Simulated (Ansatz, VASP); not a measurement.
**TaTi3Ge8 in VASP and in Ansatz**

```
CELL_PARAMETERS angstrom
-0.00076 0.00074 5.06362
4.34503 -4.42256 -0.00126
4.33979 4.41723 -0.00001
ATOMIC_POSITIONS crystal
Ti 0.99986 0.00006 0.00003
Ti 0.25278 0.49996 0.00000
Ti 0.74746 0.99994 0.49997
Ta 0.49979 0.50004 0.50001
Ge 0.49997 0.83294 0.83297
Ge 0.99993 0.33266 0.33265
Ge 0.49994 0.16708 0.16704
Ge 0.99994 0.66737 0.66738
Ge 0.75323 0.66692 0.16333
Ge 0.24692 0.16327 0.66697
Ge 0.75325 0.33305 0.83662
Ge 0.24693 0.83671 0.33303
```

Change from the starting cell: cell x1, atoms moved at random (sigma 0.05 Å) and cell strained at random (1.5 %), then relaxed without symmetry.

Alike in both runs: functional PBE; k mesh 4 × 4 × 4; occupations gaussian, width 0.2 eV; no spin polarisation.

Ansatz relaxed the structure, and its values are those at the end. VASP's run is a single point on that final structure, the one shown.

|  | VASP | Ansatz |
| --- | --- | --- |
| version | VASP 6.6.1 | Ansatz 0.2.0 |
| potentials or method | VASP PAW PBE potentials, release 64 (Ti_sv, Ta_pv, Ge_d), cutoff 520 eV | scalar-relativistic, plane waves, PAW |
| valence electrons in the cell | 159 | 161 |

|  | VASP | Ansatz | Ansatz less VASP |
| --- | --- | --- | --- |
| gap on the k mesh at the Fermi level (eV) | none | none | - |
| pressure (GPa) | 0.2 | 0.1 | -0.11 |
| rms of the force components (eV/Å) | 0.009 | 0.009 | -0.0004 |

A gap of «none» marks a metal or a gap that the smearing closes. VASP's potentials hold 159 valence electrons a cell and Ansatz's 161, so a difference there can come from the potentials and not from the codes.

Neither program's run includes spin-orbit coupling.
